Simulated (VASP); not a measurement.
# Mg (R-3m) in VASP: a series of runs

The runs below take Mg through relaxation of cell and atoms, single point, with PBEsol.

Program: VASP 6.6.1. These are calculated values, not measurements. Logs are shortened: lines on timing, memory, paths and dates and some standing lists are left out, and cuts for length are marked.

**1. The cell of the first run**

The structure is trigonal, space group R-3m (No. 166). Conventional cell: a = 7.290 Å, b = 7.290 Å, c = 18.648 Å, α = 90.00°, β = 90.00°, γ = 120.00°. Mg (site symmetry m) has 6 Mg at 2.48 to 2.68 Å within 3.3 Å. Mg (site symmetry m) has 7 Mg at 2.65 to 2.98 Å within 3.5 Å.

**2. Relaxation of cell and atoms, PBEsol**

The input, INCAR:

```
SYSTEM = Mg
ALGO = Normal
EDIFF = 1E-6
EDIFFG = -0.04
ENCUT = 600
GGA = PS
IBRION = 2
ISIF = 3
ISMEAR = 0
LASPH = .True.
LCHARG = .False.
LREAL = .False.
LWAVE = .False.
NELM = 60
NSW = 90
PREC = Accurate
SIGMA = 0.1
```

The input, KPOINTS:

```
k-points
0
Gamma
  3 3 3
  0 0 0
```

The input, POSCAR:

```
Mg
1.0
    3.6449664690      2.1044223721      6.2161336964
   -3.6449664690      2.1044223721      6.2161336964
    0.0000000000     -4.2088447441      6.2161336964
Mg
12
Direct
    0.0101900000      0.6536100000      0.0101900000
    0.0101900000      0.0101900000      0.6536100000
    0.6536100000      0.0101900000      0.0101900000
    0.9898100000      0.3463900000      0.9898100000
    0.3463900000      0.9898100000      0.9898100000
    0.9898100000      0.9898100000      0.3463900000
    0.2211800000      0.6306000000      0.2211800000
    0.2211800000      0.2211800000      0.6306000000
    0.6306000000      0.2211800000      0.2211800000
    0.7788200000      0.3694000000      0.7788200000
    0.3694000000      0.7788200000      0.7788200000
    0.7788200000      0.7788200000      0.3694000000
```

Potentials or basis: VASP PAW PBE potentials, release 64 (Mg).

On the command line:

```
$ cat potpaw_PBE.64/Mg/POTCAR > POTCAR
$ mpirun -np 1 vasp_std > vasp.out
```

OUTCAR:

```text
SYSTEM = Mg
   EDIFF = 1E-6
   EDIFFG = -0.04
   ENCUT = 600
   GGA = PS
   IBRION = 2
   ISIF = 3
   ISMEAR = 0
   LASPH = .True.
   LREAL = .False.
   NELM = 60
   NSW = 90
   PREC = Accurate

 ion  position               nearest neighbor table
   1  0.010  0.654  0.010-   4 2.48   3 2.60   2 2.60   7 2.67  12 2.68  11 2.68
   2  0.010  0.010  0.654-   6 2.48   3 2.60   1 2.60   8 2.67  10 2.68  11 2.68
   3  0.654  0.010  0.010-   5 2.48   1 2.60   2 2.60   9 2.67  12 2.68  10 2.68
   4  0.990  0.346  0.990-   1 2.48   5 2.60   6 2.60  10 2.67   8 2.68   9 2.68
   5  0.346  0.990  0.990-   3 2.48   4 2.60   6 2.60  11 2.67   8 2.68   7 2.68
   6  0.990  0.990  0.346-   2 2.48   4 2.60   5 2.60  12 2.67   9 2.68   7 2.68
   7  0.221  0.631  0.221-  11 2.65  12 2.65   1 2.67   6 2.68   5 2.68   9 2.98   8 2.98
   8  0.221  0.221  0.631-  10 2.65  11 2.65   2 2.67   4 2.68   5 2.68   7 2.98   9 2.98
   9  0.631  0.221  0.221-  10 2.65  12 2.65   3 2.67   6 2.68   4 2.68   7 2.98   8 2.98
  10  0.779  0.369  0.779-   9 2.65   8 2.65   4 2.67   2 2.68   3 2.68  11 2.98  12 2.98
  11  0.369  0.779  0.779-   7 2.65   8 2.65   5 2.67   2 2.68   1 2.68  10 2.98  12 2.98
  12  0.779  0.779  0.369-   7 2.65   9 2.65   6 2.67   3 2.68   1 2.68  10 2.98  11 2.98

  LATTYP: Found a trigonal (rhomboedric) cell.
 ALAT       =     7.5069762363
 COS(alpha) =     0.5284942553

  Lattice vectors:

 A1 = (   3.6449664690,   2.1044223721,   6.2161336964)
 A2 = (  -3.6449664690,   2.1044223721,   6.2161336964)
 A3 = (   0.0000000000,  -4.2088447441,   6.2161336964)

Analysis of symmetry for initial positions (statically):
=====================================================================
 Subroutine PRICEL returns:
 Original cell was already a primitive cell.

 Routine SETGRP: Setting up the symmetry group for a
 trigonal (rhombohedral) supercell.

 Subroutine GETGRP returns: Found 12 space group operations
 (whereof 12 operations were pure point group operations)
 out of a pool of 12 trial point group operations.

The static configuration has the point symmetry D_3d.

Analysis of symmetry for dynamics (positions and initial velocities):
=====================================================================
 Subroutine PRICEL returns:
 Original cell was already a primitive cell.

 Routine SETGRP: Setting up the symmetry group for a
 trigonal (rhombohedral) supercell.

 Subroutine GETGRP returns: Found 12 space group operations
 (whereof 12 operations were pure point group operations)
 out of a pool of 12 trial point group operations.

The dynamic configuration has the point symmetry D_3d.

 Subroutine INISYM returns: Found 12 space group operations
 (whereof 12 operations are pure point group operations),
 and found     1 'primitive' translations

----------------------------------------------------------------------------------------

                                     Primitive cell

  volume of cell :     286.0869

  direct lattice vectors                    reciprocal lattice vectors
     3.644966469  2.104422372  6.216133696     0.137175473  0.079198296  0.053623900
    -3.644966469  2.104422372  6.216133696    -0.137175473  0.079198296  0.053623900
     0.000000000 -4.208844744  6.216133696     0.000000000 -0.158396593  0.053623900

  length of vectors
     7.506976236  7.506976236  7.506976236     0.167227400  0.167227400  0.167227400

  position of ions in fractional coordinates (direct lattice)
     0.010190000  0.653610000  0.010190000
     0.010190000  0.010190000  0.653610000
     0.653610000  0.010190000  0.010190000
     0.989810000  0.346390000  0.989810000
     0.346390000  0.989810000  0.989810000
     0.989810000  0.989810000  0.346390000
     0.221180000  0.630600000  0.221180000
     0.221180000  0.221180000  0.630600000
     0.630600000  0.221180000  0.221180000
     0.778820000  0.369400000  0.778820000
     0.369400000  0.778820000  0.778820000
     0.778820000  0.778820000  0.369400000

  ion indices of the primitive-cell ions
   primitive index   ion index
                 1           1
                 2           2
                 3           3
                 4           4
                 5           5
                 6           6
                 7           7
                 8           8
                 9           9
                10          10
                11          11
                12          12

----------------------------------------------------------------------------------------

 KPOINTS: k-points

Automatic generation of k-mesh.
 Grid dimensions read from file:
 generate k-points for:    3    3    3

 Generating k-lattice:

  Cartesian coordinates                     Fractional coordinates (reciprocal lattice)
     0.045725158  0.026399432  0.017874633     0.333333333 -0.000000000 -0.000000000
    -0.045725158  0.026399432  0.017874633    -0.000000000  0.333333333 -0.000000000
     0.000000000 -0.052798864  0.017874633     0.000000000  0.000000000  0.333333333

  Length of vectors
     0.055742467  0.055742467  0.055742467

  Shift w.r.t. Gamma in fractional coordinates (k-lattice)
     0.000000000  0.000000000  0.000000000

 Subroutine IBZKPT returns following result:
 ===========================================

 Found      6 irreducible k-points:

 Following reciprocal coordinates:
            Coordinates               Weight
  0.000000  0.000000  0.000000      1.000000
  0.333333  0.000000  0.000000      6.000000
  0.333333  0.333333  0.000000      6.000000
 -0.333333  0.333333  0.000000      6.000000
  0.333333  0.333333  0.333333      2.000000
 -0.333333  0.333333  0.333333      6.000000
   k-points           NKPTS =      6   k-points in BZ     NKDIM =      6   number of bands    NBANDS=     19
   number of dos      NEDOS =    301   number of ions     NIONS =     12
   total plane-waves  NPLWV = 216000
   dimension x,y,z NGX =    60 NGY =   60 NGZ =   60
   dimension x,y,z NGXF=   120 NGYF=  120 NGZF=  120
   ions per type =              12
   NGX,Y,Z   is equivalent  to a cutoff of  13.29, 13.29, 13.29 a.u.
   NGXF,Y,Z  is equivalent  to a cutoff of  26.57, 26.57, 26.57 a.u.
 SYSTEM =  Mg
   PREC   = accura    normal or accurate (medium, high low for compatibility)
   ISTART =      0    job   : 0-new  1-cont  2-samecut
   ICHARG =      2    charge: 1-file 2-atom 10-const
   ISPIN  =      1    spin polarized calculation?
   LNONCOLLINEAR =      F non collinear calculations
   LSORBIT =      F    spin-orbit coupling
   LASPH  =      T    aspherical Exc in radial PAW
   ENCUT  =  600.0 eV  44.10 Ry    6.64 a.u.  14.99 14.99 14.99*2*pi/ulx,y,z
   NELM   =     60;   NELMIN=  2; NELMDL= -5     # of ELM steps
   EDIFF  = 0.1E-05   stopping-criterion for ELM
   LREAL  =      F    real-space projection
   EDIFFG = -.4E-01   stopping-criterion for IOM
   NSW    =     90    number of steps for IOM
   IBRION =      2    ionic relax: 0-MD 1-quasi-New 2-CG
   NFREE  =      1    steps in history (QN), initial steepest desc. (CG)
   ISIF   =      3    stress and relaxation
   ISYM   =      2    0-nonsym 1-usesym 2-fastsym
   POTIM  = 0.5000    time-step for ionic-motion
   TEBEG  =    0.0;   TEEND  =   0.0 temperature during run
   PSTRESS=    0.0 pullay stress
   NELECT =      24.0000    total number of electrons
   NUPDOWN=      -1.0000    fix difference up-down
   EMIN   =  10.00;   EMAX   =-10.00  energy-range for DOS
   EFERMI =   0.00;   METHOD = LEGACY
   ISMEAR =     0;   SIGMA  =   0.10  broadening in eV -4-tet -1-fermi 0-gaus
   EFERMI_NEDOS =   21; number of points for ismear=-14 and -15
   IALGO  =     38    algorithm
   IMIX   =      4    mixing-type and parameters
     AMIX     =   0.40;   BMIX     =  1.00
     AMIX_MAG =   1.60;   BMIX_MAG =  1.00
  volume/ion in A,a.u.               =      23.84       160.88
  Fermi-wavevector in a.u.,A,eV,Ry     =   0.716659  1.354289  6.987954  0.513600
  Thomas-Fermi vector in A             =   1.805137
   LORBIT       =      0    0 simple, 1 ext, 2 COOP (PROOUT), +10 PAW based schemes
   GGA     = PS    functional components
   LHFCALC =     F    Hartree Fock is set to
   AEXX    =    0.0000 exact exchange contribution
   IVDW    =     0    specifies the selected vdW correction
   LEPSILON=     F    determine dielectric tensor
   LRPA    =     F    only Hartree local field effects (RPA)
 conjugate gradient relaxation of ions
 non-spin polarized calculation
 Gauss-broadening in eV      SIGMA  =   0.10
  energy-cutoff  :      600.00
  volume of cell :      286.09
 maximum number of plane-waves:      9601
   NGX = 29   NGY = 29   NGZ = 29

--------------------------------------- Ionic step        1  -------------------------------------------

 number of electron      24.0000000 magnetization

 Free energy of the ion-electron system (eV)
  ---------------------------------------------------
  ext. energy  EPLUGINS =         0.00000000
  ---------------------------------------------------
  free energy    TOTEN  =        -8.60949797 eV

  energy without entropy =       -8.55695601  energy(sigma->0) =       -8.58322699

------------------------ aborting loop because EDIFF is reached ----------------------------------------

  FORCE on cell =-STRESS in cart. coord.  units (eV):
  Direction    XX          YY          ZZ          XY          YZ          ZX
  --------------------------------------------------------------------------------------
  -------------------------------------------------------------------------------------
  Total       23.3409704     23.3409704     32.3552196      0.0000000      0.0000000      0.0000000
  in kB      130.7168117    130.7168117    181.1994561      0.0000000      0.0000000      0.0000000
  external PRESSURE =     147.5443598 kB  Pullay stress =       0.0000000 kB
[... 119 lines left out ...]
  FREE ENERGIE OF THE ION-ELECTRON SYSTEM (eV)
  ---------------------------------------------------
  free  energy   TOTEN  =       -13.9074453241 eV

  energy  without entropy=      -13.8520590037  energy(sigma->0) =      -13.87975216

[... ionic steps 4 to 22 ...]

--------------------------------------- Ionic step       23  -------------------------------------------

 number of electron      24.0000000 magnetization

------------------------ aborting loop because EDIFF is reached ----------------------------------------

  FORCE on cell =-STRESS in cart. coord.  units (eV):
  Direction    XX          YY          ZZ          XY          YZ          ZX
  --------------------------------------------------------------------------------------
  -------------------------------------------------------------------------------------
  Total        0.0828297      0.0828297      0.0853432      0.0000000      0.0000000      0.0000000
  in kB        0.3619617      0.3619617      0.3729453      0.0000000      0.0000000      0.0000000
  external PRESSURE =       0.3656229 kB  Pullay stress =       0.0000000 kB
[... 77 lines left out ...]
  energy  without entropy=      -15.3953940133  energy(sigma->0) =      -15.41827083

--------------------------------------- Ionic step       25  -------------------------------------------

 number of electron      24.0000000 magnetization

 Free energy of the ion-electron system (eV)
  ---------------------------------------------------
  ext. energy  EPLUGINS =         0.00000000
  ---------------------------------------------------
  free energy    TOTEN  =       -15.44385947 eV

  energy without entropy =      -15.39824390  energy(sigma->0) =      -15.42105169

 E-fermi :   0.9719     XC(G=0):  -7.5037

 val. band max:        0.9576187108   @ k =   0.3333   0.3333   0.3333
 cond. band min:       0.9881997779   @ k =   0.3333   0.3333   0.0000
 fundamental gap:      0.0305810671
 Fermi energy:         0.9719390488

 k-point     1 :       0.0000    0.0000    0.0000
  band No.  band energies     occupation
      1      -4.9331      2.00000
      2      -2.4727      2.00000
      3      -2.0314      2.00000
      4      -1.4351      2.00000
      5      -1.4351      2.00000
      6      -1.3984      2.00000
[... 11 lines left out ...]
     18       3.7784      0.00000
     19       3.7922      0.00000
[... 147 lines left out ...]
  FREE ENERGIE OF THE ION-ELECTRON SYSTEM (eV)
  ---------------------------------------------------
  free  energy   TOTEN  =       -15.4438594722 eV

  energy  without entropy=      -15.3982439002  energy(sigma->0) =      -15.42105169

 reached required accuracy - stopping structural energy minimisation
```

It took 10 min on 1 thread of Intel Xeon 6975P-C (Granite Rapids), shared host; peak memory 0.51 GiB.

What came out:

- Free energy: -15.4439 eV
- Relaxed volume: 30.67 Å³/atom
- Relaxed cell: a = 8.829 Å, b = 8.829 Å, c = 8.829 Å, α = 49.69°, β = 49.69°, γ = 49.69°
- Space group after relaxing (to 0.1 Å): R-3m (No. 166)
- Energy gained by relaxing: 569.5 meV/atom
- Ionic steps: 25
- Pressure after relaxing: 0.0 GPa
- Largest force after relaxing: 0.033 eV/Å
- Band gap on the k mesh: zero (bands 12 and 13 overlap by 0.71 eV)

Forces in eV/Å, atoms in the order of the input:
```
Mg   0.024 -0.014 -0.017
Mg   0.000  0.028 -0.017
Mg  -0.024 -0.014 -0.017
Mg  -0.024  0.014  0.017
Mg   0.024  0.014  0.017
Mg   0.000 -0.028  0.017
Mg   0.016 -0.009  0.004
Mg   0.000  0.018  0.004
Mg  -0.016 -0.009  0.004
Mg  -0.016  0.009 -0.004
Mg   0.016  0.009 -0.004
Mg   0.000 -0.018 -0.004
```

The path:
| step | energy change (eV) | largest force (eV/Å) | pressure (GPa) | volume (Å³) |
| --- | --- | --- | --- | --- |
| 1 | 0.0000 | 2.3755 | 14.75 | 286.09 |
| 2 | -5.2385 | 0.5613 | 1.24 | 386.82 |
| 3 | -5.2979 | 0.5898 | -1.03 | 435.75 |
| 4 | -5.3732 | 0.5857 | -0.27 | 415.83 |
| 5 | -5.3742 | 0.5840 | -0.15 | 412.92 |
| 6 | -5.5276 | 0.4315 | -0.20 | 412.71 |
| 7 | -5.6825 | 0.4460 | -0.19 | 411.81 |
| 8 | -5.6867 | 0.4784 | -0.17 | 411.58 |
| 9 | -5.7935 | 0.4066 | -0.16 | 407.97 |
| 10 | -5.9935 | 0.3696 | 0.01 | 397.01 |
| 11 | -5.9770 | 0.6903 | 0.89 | 374.67 |
| 12 | -6.0332 | 0.5355 | 0.40 | 385.11 |
| 13 | -6.1896 | 0.4388 | -0.15 | 389.01 |
| 14 | -6.3391 | 0.2006 | -0.99 | 396.40 |
| 15 | -6.4749 | 0.1537 | -0.62 | 383.90 |
| 16 | -6.5582 | 0.2841 | 0.20 | 364.62 |
| 17 | -6.6347 | 0.2398 | 0.30 | 362.13 |
| 18 | -6.6724 | 0.2736 | 0.52 | 358.68 |
| 19 | -6.7531 | 0.2171 | 0.04 | 365.47 |
| 20 | -6.7837 | 0.1591 | -0.40 | 373.12 |
| 21 | -6.8176 | 0.0871 | -0.12 | 368.53 |
| 22 | -6.8247 | 0.0720 | 0.09 | 365.37 |
| 23 | -6.8313 | 0.0561 | 0.04 | 366.64 |
| 24 | -6.8316 | 0.0596 | 0.02 | 367.01 |
| 25 | -6.8344 | 0.0328 | -0.04 | 368.02 |

Final structure:
```
CELL_PARAMETERS angstrom
3.70960 2.14174 7.72014
-3.70960 2.14174 7.72014
0.00000 -4.28348 7.72014
ATOMIC_POSITIONS crystal
Mg 0.08886 0.51103 0.08886
Mg 0.08886 0.08886 0.51103
Mg 0.51103 0.08886 0.08886
Mg 0.91114 0.48897 0.91114
Mg 0.48897 0.91114 0.91114
Mg 0.91114 0.91114 0.48897
Mg 0.23215 0.63123 0.23215
Mg 0.23215 0.23215 0.63123
Mg 0.63123 0.23215 0.23215
Mg 0.76785 0.36877 0.76785
Mg 0.36877 0.76785 0.76785
Mg 0.76785 0.76785 0.36877
```

Caveat: the volume moved by over 15 % at a fixed basis, so the end points are rough; the PAW data sets were made with another functional, which shifts forces and pressure a little.

**3. Single point, PBEsol**

This run uses another cell than the first one, of 30.29 Å³/atom.

The input, INCAR:

```
SYSTEM = Mg
PREC     = Accurate       ! precision mode
ENCUT    = 520            ! plane-wave cutoff, eV
EDIFF    = 1E-6           ! SCF threshold, eV
ISMEAR   = 0              ! smearing method
SIGMA    = 0.1            ! smearing width, eV
LREAL    = .False.        ! projectors in reciprocal space
LASPH    = .True.         ! aspherical terms in the spheres
NELM     = 100            ! most SCF steps
ALGO     = Fast           ! electronic algorithm
ISIF     = 2              ! what is computed and relaxed
LWAVE    = .False.        ! write WAVECAR
LCHARG   = .False.        ! write CHGCAR
GGA      = PS             ! functional
NBANDS   = 24             ! bands
```

The input, KPOINTS:

```
regular mesh
0
Gamma
  6 6 6
  0 0 0
```

The input, POSCAR:

```
Mg
1.0
    3.6334301657      2.0977618843      7.9474680204
   -3.6334301657      2.0977618843      7.9474680204
    0.0000000000     -4.1955237685      7.9474680204
Mg
12
Direct
    0.0836246434      0.5157533227      0.0836246434
    0.0836246434      0.0836246434      0.5157533227
    0.5157533227      0.0836246434      0.0836246434
    0.9163753566      0.4842466773      0.9163753566
    0.4842466773      0.9163753566      0.9163753566
    0.9163753566      0.9163753566      0.4842466773
    0.2305881899      0.6358196289      0.2305881899
    0.2305881899      0.2305881899      0.6358196289
    0.6358196289      0.2305881899      0.2305881899
    0.7694118101      0.3641803711      0.7694118101
    0.3641803711      0.7694118101      0.7694118101
    0.7694118101      0.7694118101      0.3641803711
```

Potentials or basis: VASP PAW PBE potentials, release 64 (Mg).

On the command line:

```
$ cat potpaw_PBE.64/Mg/POTCAR > POTCAR
$ mpirun -np 1 vasp_std > vasp.out
```

Wall time 6.1 min (1 thread of Intel Xeon 6975P-C (Granite Rapids), shared host); peak memory 0.74 GiB.

Results (log left out):

```
Free energy            : -15.2893 eV
Pressure               : 0.0 GPa
Band gap on the k mesh : zero (bands 12 and 13 overlap by 1.02 eV)
```

Levels at points of the mesh, in eV from the Fermi level:
| k point | band 10 | band 11 | band 12 | band 13 | band 14 | band 15 |
| --- | --- | --- | --- | --- | --- | --- |
| (0.00, 0.00, 0.00) | -1.21 | -1.21 | -0.79 | -0.66 | -0.66 | 0.06 |
| (0.50, 0.00, 0.00) | -0.72 | 0.20 | 0.21 | 0.39 | 0.92 | 1.40 |
| (0.50, 0.50, 0.00) | -0.57 | -0.52 | -0.09 | 0.29 | 0.37 | 0.49 |
| (0.50, 0.50, 0.50) | -0.68 | -0.68 | -0.67 | -0.42 | -0.42 | 0.10 |

Caveat: the PAW data sets were made with another functional, which shifts forces and pressure a little.

The gap in the log of VASP goes by the Fermi energy; the results here count the filled bands.